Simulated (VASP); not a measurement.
NaH13O7: single point with r2SCAN

The system is NaH13O7.

```
CELL_PARAMETERS angstrom
6.62822 0.00000 0.00000
0.00000 6.62822 0.00000
0.00000 0.00000 6.62822
ATOMIC_POSITIONS crystal
O 0.74460 0.96649 0.54541
O 0.67644 0.23340 0.84270
O 0.38565 0.79878 0.81726
O 0.05780 0.16700 0.34934
O 0.49683 0.72190 0.23353
O 0.99377 0.64491 0.69379
O 0.26224 0.48592 0.41227
H 0.84146 0.05566 0.46741
H 0.65826 0.89631 0.44875
H 0.76696 0.17205 0.94239
H 0.69408 0.14797 0.72463
H 0.38235 0.84958 0.68418
H 0.25384 0.73913 0.81322
H 0.15182 0.06599 0.31671
H 0.12749 0.30332 0.36699
H 0.39009 0.79531 0.16902
H 0.39300 0.62100 0.31509
H 0.07662 0.57732 0.59477
H 0.92951 0.75910 0.61455
H 0.35301 0.41002 0.49362
Na 0.66093 0.60354 0.91089
```

- Program: VASP 6.6.1
- Task: single point
- Functional: r2SCAN
- Potentials or basis: VASP PAW PBE potentials, release 64 (O, H, Na_pv)
- Cutoff: 580 eV
- k mesh: 1 × 1 × 1
- Occupations: fermi-dirac, width 0.05 eV
- Spin: no spin polarisation
- Dipole correction: no
- Further INCAR settings: ALGO = Normal; EDIFF = 1e-06; NBANDS = 47

The pressure is -0.8 GPa and the largest force is 2.270 eV/Å.

Forces on the atoms (eV/Å):
```
O    0.699  0.422 -0.588
O    0.546  0.242  1.002
O    0.239 -0.208  0.454
O   -1.773  0.499  0.359
O   -0.454 -0.413  0.687
O   -1.338  1.834 -0.018
O   -0.589  0.593 -0.128
H   -0.333 -0.646  0.229
H    0.019  0.059 -0.309
H   -0.501  0.389 -0.428
H   -0.158 -0.223 -0.207
H    0.573  0.811 -1.111
H   -1.010 -0.664  0.448
H    0.988 -0.585 -0.309
H    0.419 -0.122 -0.110
H    0.195  0.621 -0.628
H    0.630 -0.316 -0.024
H    0.788 -0.708 -0.814
H    0.499 -1.004  0.952
H    0.518 -0.321  0.504
Na   0.044 -0.259  0.038
```

Stress tensor (GPa, compression positive):
```
-1.36 -0.42  0.09
-0.42 -0.93  0.04
 0.09  0.04 -0.17
```

Levels at points of the mesh, in eV from the Fermi level:
```csv
k point,band 29,band 30,band 31,band 32,band 33,band 34
"(0.00, 0.00, 0.00)",-2.34,-1.40,-1.30,2.86,5.84,6.20
```

Run time: 5.3 min on 1 thread of Intel Xeon 8259CL, on a shared host, peak memory 0.42 GiB.

Caveat: the k points lie up to 0.95 Å⁻¹ apart; the atoms stand as in a frame of molecular dynamics; the PAW data sets were made with another functional, which shifts forces and pressure a little.
